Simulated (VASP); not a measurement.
The system is HgS.

```xyz
2
Lattice="0.0000 2.9290 2.9290 2.9290 0.0000 2.9290 2.9290 2.9290 0.0000" Properties=species:S:1:pos:R:3 pbc="T T T"
Hg    0.0000    0.0000    0.0000
S     4.3935    4.3935    4.3935
```

| Quantity | Value |
| --- | --- |
| Program | VASP 6.6.1 |
| Task | relaxation of cell and atoms |
| Functional | PBE |
| Potentials or basis | VASP PAW PBE potentials, release 64 (Hg_sv_GW, S) |
| Cutoff | 550 eV |
| k mesh | 12 × 12 × 12 |
| Occupations | gaussian, width 0.1 eV |
| Spin | no spin polarisation |

At the start: pressure 3.8 GPa; volume 25.13 Å³/atom.

**Question.** Where does the relaxation end?

**Answer.** Over 3 steps the energy falls by 17.8 meV/atom and the volume is 26.70 Å³/atom (+6.3 %); space group F-43m (No. 216, to 0.1 Å) before and after.

Step by step:
```tsv
step	energy change (eV)	largest force (eV/Å)	pressure (GPa)	volume (Å³)
1	0.0000	0.0000	3.83	50.26
2	-0.0301	0.0000	-1.31	54.76
3	-0.0356	0.0000	0.03	53.40
```

Final structure:
```
Hg S
1.0
     0.00000    2.98890    2.98890
     2.98890    0.00000    2.98890
     2.98890    2.98890    0.00000
Hg S
1 1
Direct
  0.00000 0.00000 0.00000
  0.75000 0.75000 0.75000
```
